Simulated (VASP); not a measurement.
Input of a VASP 6.6.1 run:

INCAR

```
ALGO = Normal
EDIFF = 1E-6
ENCUT = 520
GGA = PS
ISIF = 2
ISMEAR = 1
LASPH = T
LCHARG = T
LELF = T
LREAL = F
LVHAR = T
LWAVE = F
NBANDS = 12
NELM = 80
PREC = Accurate
SIGMA = 0.1
```

The input KPOINTS:

```
k-points
0
Gamma
  22 22 22
```

File POSCAR:

```
Cu
1.0
    0.0000000000      1.7816929843      1.7816929843
    1.7816929843      0.0000000000      1.7816929843
    1.7816929843      1.7816929843      0.0000000000
Cu
1
Direct
    0.0000000000      0.0000000000      0.0000000000
```

Potentials or basis: VASP PAW PBE potentials, release 64 (Cu).

Run with:

```sh
$ cat potpaw_PBE.64/Cu/POTCAR > POTCAR
$ mpirun -np 1 vasp_std > vasp.out
```

**Question.** Estimate the band gap on the k mesh.

**Answer.** Zero (an odd number of electrons rules out a gap without spin polarisation).

**Question.** Estimate the pressure.

**Answer.** 0.8 GPa.

Caveat: the PAW data sets were made with another functional, which shifts forces and pressure a little.
